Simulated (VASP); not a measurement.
## Sn3PbS4: single point with PBE

Sn3PbS4:

```
Sn Pb S
1.0
     0.00000   -4.07387    0.00000
    -6.01730    0.00000    0.00000
     0.08118    0.00000   -8.41294
Sn Pb S
3 1 4
Direct
  0.00000 0.19659 0.61062
  0.50000 0.70396 0.87851
  0.50000 0.80335 0.38266
  0.00000 0.30965 0.11464
  0.50000 0.13317 0.82497
  0.50000 0.36853 0.34077
  0.00000 0.85133 0.17437
  0.00000 0.63341 0.67347
```

| Quantity | Value |
| --- | --- |
| Program | VASP 6.6.1 |
| Task | single point |
| Functional | PBE |
| Potentials or basis | VASP PAW PBE potentials, release 64 (Sn_d, Pb_d, S) |
| Cutoff | 520 eV |
| k mesh | 4 × 2 × 2 |
| Occupations | gaussian, width 0.1 eV |
| Spin | no spin polarisation |

* Pressure: 0.1 GPa
* Largest force: 0.235 eV/Å
* Band gap on the k mesh: 0.45 eV (least direct gap 0.74 eV)

Forces in eV/Å, atoms in the order of the input:
```
Sn  -0.023  0.000 -0.008
Sn  -0.060  0.000  0.009
Sn   0.054  0.000  0.012
Pb   0.069  0.000 -0.001
S    0.075  0.000  0.168
S   -0.100  0.000  0.177
S   -0.104  0.000 -0.211
S    0.089  0.000 -0.146
```

Stress tensor (GPa, compression positive):
```
 1.35  0.00 -0.05
 0.00 -0.38  0.00
-0.05  0.00 -0.54
```

Levels at points of the mesh, in eV from the valence-band top:
```tsv
k point	band 38	band 39	band 40	band 41	band 42	band 43
(0.00, 0.00, 0.00)	-1.20	-0.65	-0.06	1.42	1.79	2.00
(0.50, 0.00, 0.00)	-2.18	-0.92	-0.66	1.13	1.15	3.30
(0.00, 0.50, 0.00)	-1.23	-0.29	0.00	1.27	1.41	1.59
(0.50, 0.50, 0.00)	-1.47	-0.60	-0.28	0.45	0.49	1.93
(0.00, 0.00, 0.50)	-1.38	-0.79	-0.61	2.23	2.33	2.53
(0.50, 0.00, 0.50)	-1.64	-1.59	-1.46	2.43	2.51	2.74
(0.00, 0.50, 0.50)	-1.09	-0.94	-0.79	1.67	1.87	2.37
(0.50, 0.50, 0.50)	-1.36	-1.35	-1.15	1.78	1.81	1.82
```

Run time: 74 s on 1 thread of Intel(R) Xeon(R) 6975P-C (Granite Rapids), with other jobs on the host, peak memory 0.34 GiB.

Caveat: the k points lie up to 0.52 Å⁻¹ apart; spin-orbit coupling is left out, which moves the levels of the heavy elements. A k mesh can miss the band edges.
